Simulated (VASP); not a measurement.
# V (Pm-3m) in VASP: a series of runs

The runs below take V through single point, relaxation of cell and atoms, with PBE.

Program: VASP 6.6.1. These are calculated values, not measurements. Logs are shortened: lines on timing, memory, paths and dates and some standing lists are left out, and cuts for length are marked.

**1. The cell of the first run**

The structure is cubic, space group Pm-3m (No. 221). Conventional cell: a = 3.039 Å, b = 3.039 Å, c = 3.039 Å, α = 90.00°, β = 90.00°, γ = 90.00°. V (site symmetry 4/mmm) has 8 V at 2.15 Å within 2.8 Å.

The cell was built from a structure type or drawn by symmetry, and may not be a known phase.

**2. Single point, PBE, collinear spin, ferromagnetic start**

Input file INCAR:

```
  PREC = Accurate
  ENCUT = 520
  EDIFF = 1E-6
  ISMEAR = 0
  SIGMA = 0.1
  LREAL = F
  LASPH = T
  NELM = 150
  ALGO = Normal
  ISIF = 2
  LWAVE = F
  LCHARG = T
  ISPIN = 2
  MAGMOM = 2 2 2
  LORBIT = 11
  LMAXMIX = 4
  GGA = PE
  LELF = T
  LVHAR = T
  NBANDS = 30
```

Input file KPOINTS:

```
regular mesh
0
Gamma
  6 6 6
```

Input file POSCAR:

```
V
1.0
    3.0386887800      0.0000000000      0.0000000000
    0.0000000000      3.0386887800      0.0000000000
    0.0000000000      0.0000000000      3.0386887800
V
3
Direct
    0.5000000000      0.0000000000      0.0000000000
    0.0000000000      0.5000000000      0.0000000000
    0.0000000000      0.0000000000      0.5000000000
```

Potentials or basis: VASP PAW PBE potentials, release 64 (V_sv).

Run with:

```bash
> cat potpaw_PBE.64/V_sv/POTCAR > POTCAR
> mpirun -np 1 vasp_std > vasp.out
```

OUTCAR:

```text
PREC = Accurate
   ENCUT = 520
   EDIFF = 1E-6
   ISMEAR = 0
   LREAL = F
   LASPH = T
   NELM = 150
   ISIF = 2
   ISPIN = 2
   LORBIT = 11
   GGA = PE

 ion  position               nearest neighbor table
   1  0.500  0.000  0.000-   2 2.15   3 2.15   3 2.15   2 2.15   2 2.15   3 2.15   3 2.15   2 2.15

   2  0.000  0.500  0.000-   1 2.15   3 2.15   3 2.15   1 2.15   3 2.15   3 2.15   1 2.15   1 2.15

   3  0.000  0.000  0.500-   1 2.15   2 2.15   1 2.15   2 2.15   2 2.15   2 2.15   1 2.15   1 2.15

  LATTYP: Found a simple cubic cell.
 ALAT       =     3.0386887800

  Lattice vectors:

 A1 = (   3.0386887800,   0.0000000000,   0.0000000000)
 A2 = (   0.0000000000,   3.0386887800,   0.0000000000)
 A3 = (   0.0000000000,   0.0000000000,   3.0386887800)

Analysis of symmetry for initial positions (statically):
=====================================================================
 Subroutine PRICEL returns:
 Original cell was already a primitive cell.

 Routine SETGRP: Setting up the symmetry group for a
 simple cubic supercell.

 Subroutine GETGRP returns: Found 48 space group operations
 (whereof 48 operations were pure point group operations)
 out of a pool of 48 trial point group operations.

The static configuration has the point symmetry O_h .

Analysis of symmetry for dynamics (positions and initial velocities):
=====================================================================
 Subroutine PRICEL returns:
 Original cell was already a primitive cell.

 Routine SETGRP: Setting up the symmetry group for a
 simple cubic supercell.

 Subroutine GETGRP returns: Found 48 space group operations
 (whereof 48 operations were pure point group operations)
 out of a pool of 48 trial point group operations.

The dynamic configuration has the point symmetry O_h .

Analysis of structural, dynamic, and magnetic symmetry:
=====================================================================
 Subroutine PRICEL returns:
 Original cell was already a primitive cell.

 Routine SETGRP: Setting up the symmetry group for a
 simple cubic supercell.

 Subroutine GETGRP returns: Found 48 space group operations
 (whereof 48 operations were pure point group operations)
 out of a pool of 48 trial point group operations.

The overall configuration has the point symmetry O_h .

 Subroutine INISYM returns: Found 48 space group operations
 (whereof 48 operations are pure point group operations),
[... 116 lines left out ...]
  Thomas-Fermi vector in A             =   2.882210
   LORBIT       =     11    0 simple, 1 ext, 2 COOP (PROOUT), +10 PAW based schemes
   GGA     = PE    functional components
   LHFCALC =     F    Hartree Fock is set to
   AEXX    =    0.0000 exact exchange contribution
   IVDW    =     0    specifies the selected vdW correction
   LEPSILON=     F    determine dielectric tensor
   LRPA    =     F    only Hartree local field effects (RPA)
 spin polarized calculation
 Gauss-broadening in eV      SIGMA  =   0.10
  energy-cutoff  :      520.00
  volume of cell :       28.06
 maximum number of plane-waves:       768
 NGX is ok and might be reduce to    24
   NGX = 11   NGY = 11   NGZ = 11

 number of electron      38.9999983 magnetization      -0.0004437

 number of electron      38.9999983 magnetization       0.0003614

 Free energy of the ion-electron system (eV)
  ---------------------------------------------------
  ext. energy  EPLUGINS =         0.00000000
  ---------------------------------------------------
  free energy    TOTEN  =       -17.59132675 eV

  energy without entropy =      -17.56986412  energy(sigma->0) =      -17.58059543

 E-fermi :  15.3576     XC(G=0): -14.7949

 val. band max:       15.3575072004   @ k =   0.5000   0.1667   0.1667
 cond. band min:      15.3957987104   @ k =   0.5000   0.3333   0.3333
 fundamental gap:      0.0382915101
 Fermi energy:        15.3576485777

 spin component 1

 k-point     1 :       0.0000    0.0000    0.0000
  band No.  band energies     occupation
      1     -49.2254      1.00000
      2     -47.4093      1.00000
      3     -47.4093      1.00000
      4     -24.0248      1.00000
      5     -24.0248      1.00000
      6     -24.0248      1.00000
[... 649 lines left out ...]
     29      22.1433      0.00000
     30      22.1433      0.00000
 Fermi energy:        15.3576485777

 spin component 2

 k-point     1 :       0.0000    0.0000    0.0000
  band No.  band energies     occupation
      1     -49.2253      1.00000
      2     -47.4092      1.00000
      3     -47.4092      1.00000
      4     -24.0247      1.00000
      5     -24.0247      1.00000
      6     -24.0247      1.00000
[... 649 lines left out ...]
     29      22.1434      0.00000
     30      22.1434      0.00000

------------------------ aborting loop because EDIFF is reached ----------------------------------------

  FORCE on cell =-STRESS in cart. coord.  units (eV):
  Direction    XX          YY          ZZ          XY          YZ          ZX
  --------------------------------------------------------------------------------------
  -------------------------------------------------------------------------------------
  Total       29.9151746     29.9151746     29.9151746      0.0000000      0.0000000     -0.0000000
  in kB     1708.2186411   1708.2186411   1708.2186411      0.0000000      0.0000000     -0.0000000
  external PRESSURE =    1708.2186411 kB  Pullay stress =       0.0000000 kB

 VOLUME and BASIS-vectors are now :
 -----------------------------------------------------------------------------
  energy-cutoff  :      520.00
  volume of cell :       28.06
      direct lattice vectors                 reciprocal lattice vectors
     3.038688780  0.000000000  0.000000000     0.329089312  0.000000000  0.000000000
     0.000000000  3.038688780  0.000000000     0.000000000  0.329089312  0.000000000
     0.000000000  0.000000000  3.038688780     0.000000000  0.000000000  0.329089312

 POSITION                                       TOTAL-FORCE (eV/Angst)
 -----------------------------------------------------------------------------------
      1.51934      0.00000      0.00000         0.000000      0.000000      0.000000
      0.00000      1.51934      0.00000         0.000000      0.000000      0.000000
      0.00000      0.00000      1.51934         0.000000      0.000000      0.000000
 -----------------------------------------------------------------------------------
    total drift:                                0.000000      0.000000     -0.000000

  FREE ENERGIE OF THE ION-ELECTRON SYSTEM (eV)
  ---------------------------------------------------
  free  energy   TOTEN  =       -17.5913267514 eV

  energy  without entropy=      -17.5698641165  energy(sigma->0) =      -17.58059543

 total charge

# of ion       s       p       d       tot
------------------------------------------
    1        2.491   6.316   4.093  12.899
    2        2.491   6.316   4.093  12.899
    3        2.491   6.316   4.093  12.899
--------------------------------------------------
tot          7.473  18.948  12.278  38.698

 magnetization (x)

# of ion       s       p       d       tot
------------------------------------------
    1        0.000   0.000   0.000   0.000
    2        0.000   0.000   0.000   0.000
    3        0.000   0.000   0.000   0.000
--------------------------------------------------
tot          0.000   0.000   0.000   0.000
```

OSZICAR:

```text
N       E                     dE             d eps       ncg     rms          rms(c)
DAV:   1     0.556674757114E+03    0.55667E+03   -0.22132E+04  2400   0.163E+03
DAV:   2     0.311871341712E+01   -0.55356E+03   -0.53586E+03  2520   0.535E+02
DAV:   3    -0.163443478761E+02   -0.19463E+02   -0.19165E+02  2508   0.124E+02
DAV:   4    -0.165349611021E+02   -0.19061E+00   -0.19050E+00  2614   0.130E+01
DAV:   5    -0.165380205769E+02   -0.30595E-02   -0.30595E-02  2544   0.152E+00    0.606E+01
DAV:   6    -0.174930933693E+02   -0.95507E+00   -0.25969E+00  2556   0.132E+01    0.285E+01
DAV:   7    -0.174233067302E+02    0.69787E-01   -0.99463E-01  2466   0.813E+00    0.163E+01
DAV:   8    -0.175727188959E+02   -0.14941E+00   -0.67212E-02  2424   0.269E+00    0.389E+00
DAV:   9    -0.175896855087E+02   -0.16967E-01   -0.50908E-02  2466   0.181E+00    0.151E+00
DAV:  10    -0.175912828211E+02   -0.15973E-02   -0.35089E-03  2484   0.615E-01    0.197E-01
DAV:  11    -0.175913328458E+02   -0.50025E-04   -0.20140E-04  2634   0.113E-01    0.908E-02
DAV:  12    -0.175913346536E+02   -0.18078E-05   -0.29396E-05  2530   0.337E-02    0.312E-02
DAV:  13    -0.175913291988E+02    0.54548E-05   -0.25720E-06  2060   0.170E-02    0.803E-03
DAV:  14    -0.175913271773E+02    0.20215E-05   -0.60094E-07  1272   0.733E-03    0.419E-03
DAV:  15    -0.175913267514E+02    0.42590E-06   -0.64051E-08  1224   0.267E-03
   1 F= -.17591327E+02 E0= -.17580595E+02  d E =-.214626E-01  mag=     0.0001
```

Wall time 20 s (1 thread of AMD EPYC 9R45 (Zen 5), shared host); peak memory 0.13 GiB.

Results:

```yaml
Free_energy: -17.5913 eV
Pressure: 170.8 GPa
Net_moment: 0.00 μB per cell
Valence_electrons_inside_the_program's_atomic_spheres: V 12.90
```

Caveat: the cell stands under pressure.

**3. Single point, PBE, collinear spin, ferromagnetic start**

This run uses another cell than the first one, of 15.61 Å³/atom.

Input file INCAR:

```
PREC     = Accurate       # precision mode
ENCUT    = 520            # plane-wave cutoff, eV
EDIFF    = 1E-6           # SCF threshold, eV
ISMEAR   = 0              # smearing method
SIGMA    = 0.1            # smearing width, eV
LREAL    = F              # projectors in reciprocal space
LASPH    = T              # aspherical terms in the spheres
NELM     = 150            # most SCF steps
ALGO     = Normal         # electronic algorithm
ISIF     = 2              # what is computed and relaxed
LWAVE    = F              # write WAVECAR
LCHARG   = F              # write CHGCAR
ISPIN    = 2              # spin polarisation
MAGMOM   = 2 2 2          # initial moments
LORBIT   = 11             # projections on sites
LMAXMIX  = 4              # l up to which the mixer works
GGA      = PE             # functional
NBANDS   = 30             # bands
```

KPOINTS is that of step 2.

Input file POSCAR:

```
V
1.0
    3.6048406655      0.0000000000      0.0000000000
    0.0000000000      3.6048406655      0.0000000000
    0.0000000000      0.0000000000      3.6048406655
V
3
Direct
    0.5000000000      0.0000000000      0.0000000000
    0.0000000000      0.5000000000      0.0000000000
    0.0000000000      0.0000000000      0.5000000000
```

Potentials or basis: VASP PAW PBE potentials, release 64 (V_sv).

Run with:

```bash
> cat potpaw_PBE.64/V_sv/POTCAR > POTCAR
> mpirun -np 1 vasp_std > vasp.out
```

Wall time 28 s (1 thread of AMD EPYC 9R45 (Zen 5), shared host); peak memory 0.16 GiB.

Results (log left out):

```yaml
Free_energy: -24.3242 eV
Pressure: 0.3 GPa
Net_moment: 0.00 μB per cell
Valence_electrons_inside_the_program's_atomic_spheres: V 11.70
```

Levels at points of the mesh, in eV from the Fermi level:
Spin up:
| k point | band 17 | band 18 | band 19 | band 20 | band 21 | band 22 |
| --- | --- | --- | --- | --- | --- | --- |
| (0.00, 0.00, 0.00) | -2.15 | -2.00 | -2.00 | 1.77 | 1.77 | 1.77 |
| (0.50, 0.00, 0.00) | -0.82 | -0.82 | -0.38 | 0.07 | 0.07 | 1.12 |
| (0.50, 0.50, 0.00) | -1.09 | -0.69 | -0.63 | -0.63 | 0.26 | 0.26 |
| (0.50, 0.50, 0.50) | 0.03 | 0.03 | 0.03 | 1.44 | 1.57 | 1.57 |
Spin down:
```csv
k point,band 15,band 16,band 17,band 18,band 19,band 20,band 21,band 22,band 23,band 24
"(0.00, 0.00, 0.00)",-2.15,-2.15,-2.15,-2.00,-2.00,1.77,1.77,1.77,2.88,2.88
"(0.50, 0.00, 0.00)",-2.48,-1.73,-0.82,-0.82,-0.38,0.07,0.07,1.12,1.18,1.21
"(0.50, 0.50, 0.00)",-1.87,-1.67,-1.09,-0.69,-0.63,-0.63,0.26,0.26,1.31,1.31
"(0.50, 0.50, 0.50)",-2.64,-2.64,0.03,0.03,0.03,1.44,1.57,1.57,1.57,2.39
```

**4. Single point, PBE**

This run uses another cell than the first one, of 15.63 Å³/atom.

Input file INCAR:

```
SYSTEM = V
ALGO     = Fast           ! electronic algorithm
EDIFF    = 1E-6           ! SCF threshold, eV
ENCUT    = 520            ! plane-wave cutoff, eV
GGA      = PE             ! functional
ISIF     = 2              ! what is computed and relaxed
ISMEAR   = 0              ! smearing method
LASPH    = .True.         ! aspherical terms in the spheres
LCHARG   = .False.        ! write CHGCAR
LREAL    = .False.        ! projectors in reciprocal space
LWAVE    = .False.        ! write WAVECAR
NBANDS   = 26             ! bands
NELM     = 80             ! most SCF steps
PREC     = Accurate       ! precision mode
SIGMA    = 0.1            ! smearing width, eV
```

Input file KPOINTS:

```
k-points
0
Gamma
  14 14 14
  0 0 0
```

Input file POSCAR:

```
V
1.0
    3.6063114322      0.0000000000      0.0000000000
    0.0000000000      3.6063114322      0.0000000000
    0.0000000000      0.0000000000      3.6063114322
V
3
Direct
    0.5000000000      0.0000000000      0.0000000000
    0.0000000000      0.5000000000      0.0000000000
    0.0000000000      0.0000000000      0.5000000000
```

Potentials or basis: VASP PAW PBE potentials, release 64 (V_sv).

Run with:

```bash
> cat potpaw_PBE.64/V_sv/POTCAR > POTCAR
> mpirun -np 1 vasp_std > vasp.out
```

OUTCAR:

```text
SYSTEM = V
   EDIFF = 1E-6
   ENCUT = 520
   GGA = PE
   ISIF = 2
   ISMEAR = 0
   LASPH = .True.
   LREAL = .False.
   NELM = 80
   PREC = Accurate

 ion  position               nearest neighbor table
   1  0.500  0.000  0.000-   2 2.55   3 2.55   3 2.55   2 2.55   2 2.55   3 2.55   3 2.55   2 2.55

   2  0.000  0.500  0.000-   1 2.55   3 2.55   3 2.55   1 2.55   3 2.55   3 2.55   1 2.55   1 2.55

   3  0.000  0.000  0.500-   1 2.55   2 2.55   1 2.55   2 2.55   2 2.55   2 2.55   1 2.55   1 2.55

  LATTYP: Found a simple cubic cell.
 ALAT       =     3.6063114322

  Lattice vectors:

 A1 = (   3.6063114322,   0.0000000000,   0.0000000000)
 A2 = (   0.0000000000,   3.6063114322,   0.0000000000)
 A3 = (   0.0000000000,   0.0000000000,   3.6063114322)

Analysis of symmetry for initial positions (statically):
=====================================================================
 Subroutine PRICEL returns:
 Original cell was already a primitive cell.

 Routine SETGRP: Setting up the symmetry group for a
 simple cubic supercell.

 Subroutine GETGRP returns: Found 48 space group operations
 (whereof 48 operations were pure point group operations)
[... 167 lines left out ...]

 E-fermi :   8.1519     XC(G=0): -11.9212

 val. band max:        8.1512572630   @ k =   0.5000   0.4286   0.1429
 cond. band min:       8.1530655745   @ k =   0.5000   0.2143   0.2143
 fundamental gap:      0.0018083114
 Fermi energy:         8.1518538208

 k-point     1 :       0.0000    0.0000    0.0000
  band No.  band energies     occupation
      1     -55.8293      2.00000
      2     -55.5201      2.00000
      3     -55.5201      2.00000
      4     -29.9956      2.00000
      5     -29.9956      2.00000
      6     -29.9956      2.00000
[... 685 lines left out ...]
     25      10.3704      0.00000
     26      10.4646      0.00000

 [... further k-points ...]

------------------------ aborting loop because EDIFF is reached ----------------------------------------

  FORCE on cell =-STRESS in cart. coord.  units (eV):
  Direction    XX          YY          ZZ          XY          YZ          ZX
  --------------------------------------------------------------------------------------
  -------------------------------------------------------------------------------------
  Total        0.0720785      0.0720785      0.0720785     -0.0000000     -0.0000000      0.0000000
  in kB        2.4622176      2.4622176      2.4622176     -0.0000000     -0.0000000      0.0000000
  external PRESSURE =       2.4622176 kB  Pullay stress =       0.0000000 kB

 VOLUME and BASIS-vectors are now :
 -----------------------------------------------------------------------------
  energy-cutoff  :      520.00
  volume of cell :       46.90
      direct lattice vectors                 reciprocal lattice vectors
     3.606311432  0.000000000  0.000000000     0.277291637  0.000000000  0.000000000
     0.000000000  3.606311432  0.000000000     0.000000000  0.277291637  0.000000000
     0.000000000  0.000000000  3.606311432     0.000000000  0.000000000  0.277291637

 POSITION                                       TOTAL-FORCE (eV/Angst)
 -----------------------------------------------------------------------------------
      1.80316      0.00000      0.00000         0.000000      0.000000      0.000000
      0.00000      1.80316      0.00000         0.000000      0.000000      0.000000
      0.00000      0.00000      1.80316         0.000000      0.000000      0.000000
 -----------------------------------------------------------------------------------
    total drift:                                0.000000      0.000000     -0.000000

  FREE ENERGIE OF THE ION-ELECTRON SYSTEM (eV)
  ---------------------------------------------------
  free  energy   TOTEN  =       -24.3079885004 eV

  energy  without entropy=      -24.2754860757  energy(sigma->0) =      -24.29173729
```

OSZICAR:

```text
N       E                     dE             d eps       ncg     rms          rms(c)
DAV:   1     0.569458945457E+03    0.56946E+03   -0.24090E+04  6248   0.170E+03
DAV:   2    -0.510167104498E+01   -0.57456E+03   -0.56808E+03  6264   0.582E+02
DAV:   3    -0.268393316340E+02   -0.21738E+02   -0.21170E+02  8392   0.131E+02
DAV:   4    -0.272173474582E+02   -0.37802E+00   -0.37633E+00  7262   0.171E+01
DAV:   5    -0.272241141320E+02   -0.67667E-02   -0.67591E-02  8288   0.217E+00    0.278E+01
RMM:   6    -0.242282241745E+02    0.29959E+01   -0.13441E+01  6308   0.315E+01    0.387E+00
RMM:   7    -0.243044678995E+02   -0.76244E-01   -0.16359E+00  6993   0.591E+00    0.215E+00
RMM:   8    -0.243053876187E+02   -0.91972E-03   -0.21962E-01  7965   0.305E+00    0.115E+00
RMM:   9    -0.243075005747E+02   -0.21130E-02   -0.30401E-02  8505   0.110E+00    0.249E-01
RMM:  10    -0.243080170683E+02   -0.51649E-03   -0.61413E-03  8572   0.450E-01    0.782E-02
RMM:  11    -0.243079643924E+02    0.52676E-04   -0.12235E-03  7535   0.301E-01    0.585E-02
RMM:  12    -0.243079803883E+02   -0.15996E-04   -0.43286E-04  8768   0.123E-01    0.276E-02
RMM:  13    -0.243079863168E+02   -0.59284E-05   -0.61277E-05  8233   0.602E-02    0.216E-03
RMM:  14    -0.243079877924E+02   -0.14756E-05   -0.16153E-05  7856   0.267E-02    0.424E-03
RMM:  15    -0.243079888498E+02   -0.10574E-05   -0.31451E-06  5509   0.164E-02    0.357E-03
RMM:  16    -0.243079885004E+02    0.34942E-06   -0.11563E-06  5028   0.976E-03
   1 F= -.24307989E+02 E0= -.24291737E+02  d E =-.325024E-01
```

It took 80 s on 1 thread of AMD EPYC 9R45 (Zen 5), shared host; peak memory 0.2 GiB.

What came out:

```yaml
Free_energy: -24.3080 eV
Pressure: 0.2 GPa
Band_gap_on_the_k_mesh: zero (an odd number of electrons rules out a gap without spin polarisation)
```

(Part 1 of 2 ends here.)
